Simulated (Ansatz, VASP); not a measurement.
## One calculation of SrO, two programs

```xyz
2
Lattice="-0.0762 2.5713 2.5713 2.5713 -0.0762 2.5713 2.5713 2.5713 -0.0762" Properties=species:S:1:pos:R:3 pbc="T T T"
Sr    0.0000    0.0000    0.0000
O     2.5332    2.5332    2.5332
```

Change from the starting cell: epitaxial_111 strain +2.6%.

Alike in both runs: task single point; functional PBE; k mesh 8 × 8 × 8; occupations fermi-dirac, width 0.02 eV; no spin polarisation.

|  | VASP | Ansatz |
| --- | --- | --- |
| version | VASP 6.6.1 | Ansatz 0.2.0 |
| potentials or method | VASP PAW PBE potentials, release 64 (Sr_sv, O) | plane waves, PAW |
| plane-wave cutoff (eV) | 520 | 420 |
| valence electrons in the cell | 16 | 16 |

Ansatz gave:

```
gap on the k mesh at the Fermi level (eV)                     : 3.26
pressure (GPa)                                                : -1.1
traceless stress, the component that is largest in VASP (GPa) : 1.47
```

Q: Which values does VASP return?

A: gap on the k mesh at the Fermi level (eV): 3.21; pressure (GPa): -0.7; traceless stress, the component that is largest in VASP (GPa): 1.47.

With one functional, cell and mesh, what is left measures potentials, basis and numerics.
